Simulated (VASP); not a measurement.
A run of VASP 6.6.1:

The input INCAR:

```
SYSTEM = Fe
ALGO = Normal
EDIFF = 1E-6
ENCUT = 520
GGA = PE
ISIF = 2
ISMEAR = -1
ISPIN = 2
LASPH = .True.
LCHARG = .True.
LELF = .True.
LMAXMIX = 4
LORBIT = 11
LREAL = .False.
LVHAR = .True.
LWAVE = .False.
MAGMOM = 4.5
NBANDS = 14
NELM = 150
NUPDOWN = 4.5
PREC = Accurate
SIGMA = 0.05
```

The input KPOINTS:

```
k-points
0
Gamma
  11 11 11
  0 0 0
```

POSCAR

```
Fe
1.0
   -1.4430000000      1.4430000000      1.4430000000
    1.4430000000     -1.4430000000      1.4430000000
    1.4430000000      1.4430000000     -1.4430000000
Fe
1
Direct
    0.0000000000      0.0000000000      0.0000000000
```

Potentials or basis: VASP PAW PBE potentials, release 64 (Fe).

The run is started by

```console
$ cat potpaw_PBE.64/Fe/POTCAR > POTCAR
$ mpirun -np 1 vasp_std > vasp.out
```

Hardware: 1 thread of Intel(R) Xeon(R) Platinum 8259CL CPU @ 2.50GHz (Skylake/Cascade Lake), on a shared host.

Q: Estimate the wall time of this run.

A: Wall time 19 s on 1 thread of Intel(R) Xeon(R) Platinum 8259CL CPU @ 2.50GHz (Skylake/Cascade Lake), with other jobs on the host, peak memory 0.13 GiB. Counts: scf iterations 13, k points 56.
